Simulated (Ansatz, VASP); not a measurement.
**WS2: VASP beside Ansatz**

INCAR

```
  ALGO = Normal
  EDIFF = 1E-6
  ENCUT = 520
  GGA = CA
  ISIF = 2
  ISMEAR = -1
  LASPH = True
  LCHARG = False
  LREAL = False
  LWAVE = False
  NBANDS = 20
  NELM = 100
  PREC = Accurate
  SIGMA = 0.08
```

Contents of KPOINTS:

```
k-points
0
Gamma
  13 13 13
```

File POSCAR:

```
WS2
1.0
    1.5894576452      0.9176737993      6.2041479445
   -1.5894576452      0.9176737993      6.2041479445
    0.0000000000     -1.8353475986      6.2041479445
W S
1 2
Direct
    0.0000000000      0.0000000000      0.0000000000
    0.7503000000      0.7503000000      0.7503000000
    0.5810000000      0.5810000000      0.5810000000
```

Input for Ansatz:

```yaml
crystal:
  lattice:
    - [1.5894576452, 0.9176737993, 6.2041479445]
    - [-1.5894576452, 0.9176737993, 6.2041479445]
    - [0.0, -1.8353475986, 6.2041479445]
  atoms:
    - { symbol: W, position: [0.0, 0.0, 0.0] }
    - { symbol: S, position: [0.7503, 0.7503, 0.7503] }
    - { symbol: S, position: [0.581, 0.581, 0.581] }
kpoints:
  mp_grid: { grid: [13, 13, 13] }
  band_path:
    path:
      - [0.0, 0.0, 0.0]
      - [0.5, 0.5, 0.5]
      - [0.8187478403, 0.1812521597, 0.5]
      - [0.5, -0.1812521597, 0.1812521597]
      - [0.5, 0.0, 0.0]
      - [0.0, 0.0, 0.0]
      - [0.3406260799, -0.3406260799, 0.0]
      - [0.6593739201, 0.0, 0.3406260799]
      - [0.5, 0.0, 0.5]
    npoints: 5
scf:
  occupations: { method: fermi_dirac, width: 0.08 }
hamiltonian:
  xc: lda
  pseudopotentials: { kind: all_electron, lapw: { basis_error: 0.0005 } }
output:
  forces: true
  stress: true
  eigenvalues: true
```

Change from the starting cell: volume scaled by 1.02.

Alike in both runs: task single point; functional LDA; k mesh 13 × 13 × 13; occupations fermi-dirac, width 0.08 eV; no spin polarisation.

|  | VASP | Ansatz |
| --- | --- | --- |
| version | VASP 6.6.1 | Ansatz 0.2.0 |
| potentials or method | VASP PAW LDA potentials, release 64 (W_sv, S), cutoff 520 eV | all-electron LAPW, scalar-relativistic |

|  | VASP | Ansatz | Ansatz less VASP |
| --- | --- | --- | --- |
| pressure (GPa) | -6.3 | -6.7 | -0.31 |
| traceless stress, the component that is largest in VASP (GPa) | 0.14 | 0.10 | -0.039 |
| rms of the force components (eV/Å) | 0.350 | 0.365 | +0.0146 |

LDA's correlation is that of Perdew and Zunger in VASP and of Perdew and Wang (1992) in Ansatz. Atom by atom the forces differ by 0.020 eV/Å (rms over components). Ansatz ran all-electron here, and VASP with PAW potentials.

Neither program's run includes spin-orbit coupling.
